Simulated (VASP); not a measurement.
# Fe (Im-3m) in VASP: a series of runs

Runs on Fe. Level: PBE. Tasks: single point.

Program: VASP 6.6.1. These are calculated values, not measurements. Logs are shortened: lines on timing, memory, paths and dates and some standing lists are left out, and cuts for length are marked.

## 1. The cell of the first run

It takes space group Im-3m (No. 229, cubic). The conventional cell has a = 2.762 Å, b = 2.762 Å, c = 2.762 Å, α = 90.00°, β = 90.00°, γ = 90.00°. Within 3.2 Å of Fe (site symmetry m-3m) lie 14 Fe at 2.39 to 2.76 Å.

## 2. Single point, PBE

Contents of INCAR:

```
ALGO = Normal
EDIFF = 1E-6
ENCUT = 600
GGA = PE
GGA_COMPAT = False
ISIF = 2
ISMEAR = -1
LASPH = True
LCHARG = False
LREAL = False
LWAVE = False
NBANDS = 10
NELM = 120
PREC = Accurate
SIGMA = 0.01
```

Contents of KPOINTS:

```
k-points
0
Gamma
  16 16 16
```

Contents of POSCAR:

```
Fe
1.0
   -1.3807996972      1.3807996972      1.3807996972
    1.3807996972     -1.3807996972      1.3807996972
    1.3807996972      1.3807996972     -1.3807996972
Fe
1
Direct
    0.0000000000      0.0000000000      0.0000000000
```

Potentials or basis: VASP PAW PBE potentials, release 64 (Fe).

On the command line:

```bash
$ cat potpaw_PBE.64/Fe/POTCAR > POTCAR
$ mpirun -np 1 vasp_std > vasp.out
```

OUTCAR:

```text
EDIFF = 1E-6
   ENCUT = 600
   GGA = PE
   ISIF = 2
   ISMEAR = -1
   LASPH = True
   LREAL = False
   NELM = 120
   PREC = Accurate

 ion  position               nearest neighbor table
   1  0.000  0.000  0.000-

  LATTYP: Found a body centered cubic cell.
 ALAT       =     2.7615993944

  Lattice vectors:

 A1 = (  -1.3807996972,   1.3807996972,   1.3807996972)
 A2 = (   1.3807996972,  -1.3807996972,   1.3807996972)
 A3 = (   1.3807996972,   1.3807996972,  -1.3807996972)

Analysis of symmetry for initial positions (statically):
=====================================================================
 Subroutine PRICEL returns:
 Original cell was already a primitive cell.

 Routine SETGRP: Setting up the symmetry group for a
 body centered cubic supercell.

 Subroutine GETGRP returns: Found 48 space group operations
 (whereof 48 operations were pure point group operations)
 out of a pool of 48 trial point group operations.

The static configuration has the point symmetry O_h .

Analysis of symmetry for dynamics (positions and initial velocities):
=====================================================================
 Subroutine PRICEL returns:
 Original cell was already a primitive cell.

 Routine SETGRP: Setting up the symmetry group for a
 body centered cubic supercell.

 Subroutine GETGRP returns: Found 48 space group operations
 (whereof 48 operations were pure point group operations)
 out of a pool of 48 trial point group operations.

The dynamic configuration has the point symmetry O_h .

 Subroutine INISYM returns: Found 48 space group operations
 (whereof 48 operations are pure point group operations),
 and found     1 'primitive' translations

----------------------------------------------------------------------------------------

                                     Primitive cell

  volume of cell :      10.5306

  direct lattice vectors                    reciprocal lattice vectors
    -1.380799697  1.380799697  1.380799697     0.000000000  0.362109002  0.362109002
     1.380799697 -1.380799697  1.380799697     0.362109002  0.000000000  0.362109002
     1.380799697  1.380799697 -1.380799697     0.362109002  0.362109002  0.000000000

  length of vectors
     2.391615231  2.391615231  2.391615231     0.512099461  0.512099461  0.512099461

  position of ions in fractional coordinates (direct lattice)
     0.000000000  0.000000000  0.000000000
[... 78 lines left out ...]
   EDIFFG = 0.1E-04   stopping-criterion for IOM
   NSW    =      0    number of steps for IOM
   IBRION =     -1    ionic relax: 0-MD 1-quasi-New 2-CG
   NFREE  =      0    steps in history (QN), initial steepest desc. (CG)
   ISIF   =      2    stress and relaxation
   ISYM   =      2    0-nonsym 1-usesym 2-fastsym
   POTIM  = 0.5000    time-step for ionic-motion
   TEBEG  =    0.0;   TEEND  =   0.0 temperature during run
   PSTRESS=    0.0 pullay stress
   NELECT =       8.0000    total number of electrons
   NUPDOWN=      -1.0000    fix difference up-down
   EMIN   =  10.00;   EMAX   =-10.00  energy-range for DOS
   EFERMI =   0.00;   METHOD = LEGACY
   ISMEAR =    -1;   SIGMA  =   0.01  broadening in eV -4-tet -1-fermi 0-gaus
   EFERMI_NEDOS =   21; number of points for ismear=-14 and -15
   IALGO  =     38    algorithm
   IMIX   =      4    mixing-type and parameters
     AMIX     =   0.40;   BMIX     =  1.00
     AMIX_MAG =   1.60;   BMIX_MAG =  1.00
  volume/ion in A,a.u.               =      10.53        71.06
  Fermi-wavevector in a.u.,A,eV,Ry     =   1.493783  2.822840 30.359868  2.231387
  Thomas-Fermi vector in A             =   2.606139
   LORBIT       =      0    0 simple, 1 ext, 2 COOP (PROOUT), +10 PAW based schemes
   GGA     = PE    functional components
   LHFCALC =     F    Hartree Fock is set to
   AEXX    =    0.0000 exact exchange contribution
   IVDW    =     0    specifies the selected vdW correction
   LEPSILON=     F    determine dielectric tensor
   LRPA    =     F    only Hartree local field effects (RPA)
 non-spin polarized calculation
  energy-cutoff  :      600.00
  volume of cell :       10.53
 maximum number of plane-waves:       370
   NGX =  9   NGY =  9   NGZ =  9

 number of electron       7.9999995 magnetization

 Free energy of the ion-electron system (eV)
  ---------------------------------------------------
  ext. energy  EPLUGINS =         0.00000000
  ---------------------------------------------------
  free energy    TOTEN  =        -7.76250542 eV

  energy without entropy =       -7.76108703  energy(sigma->0) =       -7.76179622

 E-fermi :   6.6983     XC(G=0): -13.5952

 val. band max:        6.6950933448   @ k =   0.3125   0.1875   0.0625
 cond. band min:       6.6994329207   @ k =   0.1250   0.0625  -0.0000
 fundamental gap:      0.0043395759
 Fermi energy:         6.6982649015

 k-point     1 :       0.0000    0.0000    0.0000
  band No.  band energies     occupation
      1      -2.1796      2.00000
      2       4.9090      2.00000
      3       4.9090      2.00000
      4       4.9090      2.00000
      5       6.6412      1.99335
      6       6.6412      1.99335
      7      32.3106      0.00000
      8      32.3106      0.00000
      9      32.3106      0.00000
     10      38.0642      0.00000
[... 287 lines left out ...]
 k-point    24 :       0.2500    0.1875   -0.0000
  band No.  band energies     occupation
      1       2.2322      2.00000
      2       3.8346      2.00000
      3       4.3116      2.00000
      4       6.3648      2.00000
      5       6.9772      0.00000
      6       8.5515      0.00000
      7      19.8859      0.00000
      8      22.0161      0.00000
      9      28.3071      0.00000
     10      33.7184      0.00000

 [... further k-points ...]

------------------------ aborting loop because EDIFF is reached ----------------------------------------

  FORCE on cell =-STRESS in cart. coord.  units (eV):
  Direction    XX          YY          ZZ          XY          YZ          ZX
  --------------------------------------------------------------------------------------
  -------------------------------------------------------------------------------------
  Total       -0.1117217     -0.1117217     -0.1117217      0.0000000      0.0000000     -0.0000000
  in kB      -16.9979299    -16.9979299    -16.9979299      0.0000000      0.0000000     -0.0000000
  external PRESSURE =     -16.9979299 kB  Pullay stress =       0.0000000 kB

 VOLUME and BASIS-vectors are now :
 -----------------------------------------------------------------------------
  energy-cutoff  :      600.00
  volume of cell :       10.53
      direct lattice vectors                 reciprocal lattice vectors
    -1.380799697  1.380799697  1.380799697     0.000000000  0.362109002  0.362109002
     1.380799697 -1.380799697  1.380799697     0.362109002  0.000000000  0.362109002
     1.380799697  1.380799697 -1.380799697     0.362109002  0.362109002  0.000000000

 POSITION                                       TOTAL-FORCE (eV/Angst)
 -----------------------------------------------------------------------------------
      0.00000      0.00000      0.00000        -0.000000     -0.000000     -0.000000
 -----------------------------------------------------------------------------------
    total drift:                                0.000000     -0.000000      0.000000

  FREE ENERGIE OF THE ION-ELECTRON SYSTEM (eV)
  ---------------------------------------------------
  free  energy   TOTEN  =        -7.7625054182 eV

  energy  without entropy=       -7.7610870272  energy(sigma->0) =       -7.76179622
```

OSZICAR:

```text
N       E                     dE             d eps       ncg     rms          rms(c)
DAV:   1     0.206198550791E+02    0.20620E+02   -0.48003E+03  3038   0.118E+03
DAV:   2    -0.861961243611E+01   -0.29239E+02   -0.27901E+02  2936   0.143E+02
DAV:   3    -0.922515168637E+01   -0.60554E+00   -0.59655E+00  3186   0.257E+01
DAV:   4    -0.922780658675E+01   -0.26549E-02   -0.26544E-02  3126   0.159E+00
DAV:   5    -0.922782479258E+01   -0.18206E-04   -0.18207E-04  3148   0.129E-01    0.119E+01
DAV:   6    -0.787419164342E+01    0.13536E+01   -0.11585E+01  3130   0.535E+01    0.202E+00
DAV:   7    -0.778063340084E+01    0.93558E-01   -0.62408E-01  3178   0.120E+01    0.931E-01
DAV:   8    -0.776578626809E+01    0.14847E-01   -0.13519E-02  4330   0.115E+00    0.329E-01
DAV:   9    -0.776250147759E+01    0.32848E-02   -0.17368E-03  3512   0.341E-01    0.571E-02
DAV:  10    -0.776251419838E+01   -0.12721E-04   -0.73944E-06  3204   0.248E-02    0.377E-02
DAV:  11    -0.776250543663E+01    0.87617E-05   -0.95986E-07  1808   0.726E-03    0.162E-03
DAV:  12    -0.776250541819E+01    0.18440E-07   -0.32136E-08  1520   0.251E-03
   1 F= -.77625054E+01 E0= -.77617962E+01  d E =-.141839E-02
```

Wall time 14 s (1 thread of Intel Xeon 8259CL, shared host); peak memory 0.14 GiB.

What came out:

| Item | Value |
| --- | --- |
| Free energy | -7.7625 eV |
| Pressure | -1.7 GPa |
| Band gap on the k mesh | zero (band 4 reaches 7.72 eV, above the bottom of band 5 at 5.69 eV) |

Levels at points of the mesh, in eV from the Fermi level:
| k point | band 2 | band 3 | band 4 | band 5 | band 6 | band 7 |
| --- | --- | --- | --- | --- | --- | --- |
| (0.00, 0.00, 0.00) | -1.79 | -1.79 | -1.79 | -0.06 | -0.06 | 25.61 |
| (0.50, 0.00, 0.00) | -3.08 | -0.08 | 0.19 | 0.49 | 1.33 | 8.52 |
| (0.50, 0.50, 0.50) | -4.64 | 1.02 | 1.02 | 1.02 | 10.55 | 10.55 |

Caveat: the run has no spin polarisation, though such a crystal can be magnetic.

## 3. Single point, PBE

Contents of INCAR:

```
SYSTEM = Fe
  PREC = Accurate
  ENCUT = 600
  EDIFF = 1E-6
  ISMEAR = -1
  SIGMA = 0.03
  LREAL = .FALSE.
  LASPH = .TRUE.
  NELM = 120
  ALGO = Normal
  ISIF = 2
  LWAVE = .FALSE.
  LCHARG = .FALSE.
  GGA = PE
  NBANDS = 10
  GGA_COMPAT = .FALSE.
```

Contents of KPOINTS:

```
regular mesh
0
G
  16 16 16
  0 0 0
```

POSCAR is that of step 2.

Potentials or basis: VASP PAW PBE potentials, release 64 (Fe).

On the command line:

```bash
$ cat potpaw_PBE.64/Fe/POTCAR > POTCAR
$ mpirun -np 1 vasp_std > vasp.out
```

It took 17 s on 1 thread of Intel Xeon 8259CL, shared host; peak memory 0.14 GiB.

The run converged. Its results:

| Item | Value |
| --- | --- |
| Free energy | -7.7673 eV |
| Pressure | -1.6 GPa |
| Band gap on the k mesh | zero (band 4 reaches 7.72 eV, above the bottom of band 5 at 5.69 eV) |

Levels at points of the mesh, in eV from the Fermi level:
| k point | band 1 | band 2 | band 3 | band 4 | band 5 | band 6 | band 7 | band 8 | band 9 |
| --- | --- | --- | --- | --- | --- | --- | --- | --- | --- |
| (0.00, 0.00, 0.00) | -8.88 | -1.79 | -1.79 | -1.79 | -0.06 | -0.06 | 25.61 | 25.61 | 25.61 |
| (0.50, 0.00, 0.00) | -4.89 | -3.08 | -0.07 | 0.19 | 0.49 | 1.34 | 8.52 | 18.97 | 21.65 |
| (0.50, 0.50, 0.50) | -4.64 | -4.64 | 1.02 | 1.02 | 1.02 | 10.55 | 10.55 | 10.55 | 16.79 |

Caveat: the run has no spin polarisation, though such a crystal can be magnetic. Spin polarisation is off, so any magnetic state and its effect on volume and gap are missing.

## 4. Single point, PBE

Contents of INCAR:

```
PREC = Accurate
ENCUT = 600
EDIFF = 1E-6
ISMEAR = -1
SIGMA = 0.2
LREAL = F
LASPH = T
NELM = 120
ALGO = Normal
ISIF = 2
LWAVE = F
LCHARG = F
GGA = PE
NBANDS = 10
GGA_COMPAT = F
```

Contents of KPOINTS:

```
regular mesh
0
Gamma
  16 16 16
```

POSCAR is that of step 3.

Potentials or basis: VASP PAW PBE potentials, release 64 (Fe).

On the command line:

```bash
$ cat potpaw_PBE.64/Fe/POTCAR > POTCAR
$ mpirun -np 1 vasp_std > vasp.out
```

OUTCAR:

```text
PREC = Accurate
   ENCUT = 600
   EDIFF = 1E-6
   ISMEAR = -1
   LREAL = F
   LASPH = T
   NELM = 120
   ISIF = 2
   GGA = PE

 ion  position               nearest neighbor table
   1  0.000  0.000  0.000-

  LATTYP: Found a body centered cubic cell.
 ALAT       =     2.7615993944

  Lattice vectors:

 A1 = (  -1.3807996972,   1.3807996972,   1.3807996972)
 A2 = (   1.3807996972,  -1.3807996972,   1.3807996972)
 A3 = (   1.3807996972,   1.3807996972,  -1.3807996972)

Analysis of symmetry for initial positions (statically):
=====================================================================
 Subroutine PRICEL returns:
 Original cell was already a primitive cell.

 Routine SETGRP: Setting up the symmetry group for a
 body centered cubic supercell.

 Subroutine GETGRP returns: Found 48 space group operations
 (whereof 48 operations were pure point group operations)
 out of a pool of 48 trial point group operations.

The static configuration has the point symmetry O_h .

Analysis of symmetry for dynamics (positions and initial velocities):
=====================================================================
 Subroutine PRICEL returns:
 Original cell was already a primitive cell.

 Routine SETGRP: Setting up the symmetry group for a
 body centered cubic supercell.

 Subroutine GETGRP returns: Found 48 space group operations
 (whereof 48 operations were pure point group operations)
 out of a pool of 48 trial point group operations.

The dynamic configuration has the point symmetry O_h .

 Subroutine INISYM returns: Found 48 space group operations
 (whereof 48 operations are pure point group operations),
 and found     1 'primitive' translations

----------------------------------------------------------------------------------------

                                     Primitive cell
[... 110 lines left out ...]
  volume/ion in A,a.u.               =      10.53        71.06
  Fermi-wavevector in a.u.,A,eV,Ry     =   1.493783  2.822840 30.359868  2.231387
  Thomas-Fermi vector in A             =   2.606139
   LORBIT       =      0    0 simple, 1 ext, 2 COOP (PROOUT), +10 PAW based schemes
   GGA     = PE    functional components
   LHFCALC =     F    Hartree Fock is set to
   AEXX    =    0.0000 exact exchange contribution
   IVDW    =     0    specifies the selected vdW correction
   LEPSILON=     F    determine dielectric tensor
   LRPA    =     F    only Hartree local field effects (RPA)
 non-spin polarized calculation
  energy-cutoff  :      600.00
  volume of cell :       10.53
 maximum number of plane-waves:       370
   NGX =  9   NGY =  9   NGZ =  9

 number of electron       7.9999995 magnetization

 Free energy of the ion-electron system (eV)
  ---------------------------------------------------
  ext. energy  EPLUGINS =         0.00000000
  ---------------------------------------------------
  free energy    TOTEN  =        -7.96455458 eV

  energy without entropy =       -7.60163615  energy(sigma->0) =       -7.78309536

 E-fermi :   6.7000     XC(G=0): -13.5939

 val. band max:        6.6960469687   @ k =   0.3750   0.2500  -0.0000
 cond. band min:       6.7021445727   @ k =  -0.3750   0.3750   0.3750
 fundamental gap:      0.0060976039
 Fermi energy:         6.6999930870

 k-point     1 :       0.0000    0.0000    0.0000
  band No.  band energies     occupation
      1      -2.1774      2.00000
      2       4.9345      1.99971
      3       4.9345      1.99971
      4       4.9345      1.99971
      5       6.6725      1.06860
      6       6.6725      1.06860
      7      32.3077      0.00000
      8      32.3077      0.00000
      9      32.3077      0.00000
     10      38.0736      0.00000
[... 287 lines left out ...]
 k-point    24 :       0.2500    0.1875   -0.0000
  band No.  band energies     occupation
      1       2.2424      2.00000
      2       3.8561      2.00000
      3       4.3311      1.99999
      4       6.3945      1.64328
      5       7.0084      0.35247
      6       8.5772      0.00017
      7      19.8988      0.00000
      8      22.0254      0.00000
      9      28.3129      0.00000
     10      33.7222      0.00000

 [... further k-points ...]

------------------------ aborting loop because EDIFF is reached ----------------------------------------

  FORCE on cell =-STRESS in cart. coord.  units (eV):
  Direction    XX          YY          ZZ          XY          YZ          ZX
  --------------------------------------------------------------------------------------
  -------------------------------------------------------------------------------------
  Total        0.1383516      0.1383516      0.1383516      0.0000000     -0.0000000      0.0000000
  in kB       21.0495426     21.0495426     21.0495426      0.0000000     -0.0000000      0.0000000
  external PRESSURE =      21.0495426 kB  Pullay stress =       0.0000000 kB

 VOLUME and BASIS-vectors are now :
 -----------------------------------------------------------------------------
  energy-cutoff  :      600.00
  volume of cell :       10.53
      direct lattice vectors                 reciprocal lattice vectors
    -1.380799697  1.380799697  1.380799697     0.000000000  0.362109002  0.362109002
     1.380799697 -1.380799697  1.380799697     0.362109002  0.000000000  0.362109002
     1.380799697  1.380799697 -1.380799697     0.362109002  0.362109002  0.000000000

 POSITION                                       TOTAL-FORCE (eV/Angst)
 -----------------------------------------------------------------------------------
      0.00000      0.00000      0.00000         0.000000     -0.000000     -0.000000
 -----------------------------------------------------------------------------------
    total drift:                                0.000000      0.000000      0.000000

  FREE ENERGIE OF THE ION-ELECTRON SYSTEM (eV)
  ---------------------------------------------------
  free  energy   TOTEN  =        -7.9645545835 eV

  energy  without entropy=       -7.6016361460  energy(sigma->0) =       -7.78309536
```

OSZICAR:

```text
N       E                     dE             d eps       ncg     rms          rms(c)
DAV:   1     0.205697796616E+02    0.20570E+02   -0.48003E+03  3038   0.118E+03
DAV:   2    -0.879089316650E+01   -0.29361E+02   -0.27941E+02  2936   0.143E+02
DAV:   3    -0.939557695616E+01   -0.60468E+00   -0.59776E+00  3186   0.256E+01
DAV:   4    -0.939822956812E+01   -0.26526E-02   -0.26518E-02  3126   0.159E+00
DAV:   5    -0.939824790256E+01   -0.18334E-04   -0.18334E-04  3148   0.129E-01    0.119E+01
DAV:   6    -0.807511833164E+01    0.13231E+01   -0.11264E+01  3132   0.528E+01    0.218E+00
DAV:   7    -0.798316963067E+01    0.91949E-01   -0.60613E-01  3178   0.118E+01    0.103E+00
DAV:   8    -0.796757583295E+01    0.15594E-01   -0.14723E-02  4334   0.122E+00    0.350E-01
DAV:   9    -0.796455216746E+01    0.30237E-02   -0.15027E-03  3324   0.336E-01    0.622E-02
DAV:  10    -0.796455975802E+01   -0.75906E-05   -0.75096E-06  3216   0.295E-02    0.239E-02
DAV:  11    -0.796455441624E+01    0.53418E-05   -0.18378E-07  1662   0.637E-03    0.177E-03
DAV:  12    -0.796455458352E+01   -0.16727E-06   -0.60548E-09  1516   0.960E-04
   1 F= -.79645546E+01 E0= -.77830954E+01  d E =-.362918E+00
```

stdout:

```text
POSCAR found type information on POSCAR Fe
 POSCAR found :  1 types and       1 ions
 scaLAPACK will be used
 LDA part: xc-table for (Slater+PW92), standard interpolation
 POSCAR, INCAR and KPOINTS ok, starting setup
 FFT: planning ... GRIDC
 FFT: planning ... GRID_SOFT
 FFT: planning ... GRID
 WAVECAR not read
 entering main loop
```

It took 20 s on 1 thread of Intel Xeon 8259CL, shared host; peak memory 0.14 GiB.

What came out:

* Free energy: -7.9646 eV
* Pressure: 2.1 GPa
* Band gap on the k mesh: zero (band 4 reaches 7.75 eV, above the bottom of band 5 at 5.72 eV)

Caveat: the run has no spin polarisation, though such a crystal can be magnetic. Spin polarisation is off, so any magnetic state and its effect on volume and gap are missing.

## 5. Summary

| smearing | gap on the mesh (eV) | pressure (GPa) |
| --- | --- | --- |
| fermi-dirac 0.01 eV | none | -1.7 |
| fermi-dirac 0.03 eV | none | -1.6 |
| fermi-dirac 0.2 eV | none | 2.1 |

Alike in all rows: task single point; level PBE; potentials or basis VASP PAW PBE potentials, release 64 (Fe); no spin polarisation; cell as given; k mesh 16 × 16 × 16; cutoff (eV) 600.

Every run on the cell as given and a fine mesh finds a metal.

Caveats: the run has no spin polarisation, though such a crystal can be magnetic.

Total energies depend on the potentials used, so only differences within one code and one set of settings carry meaning.
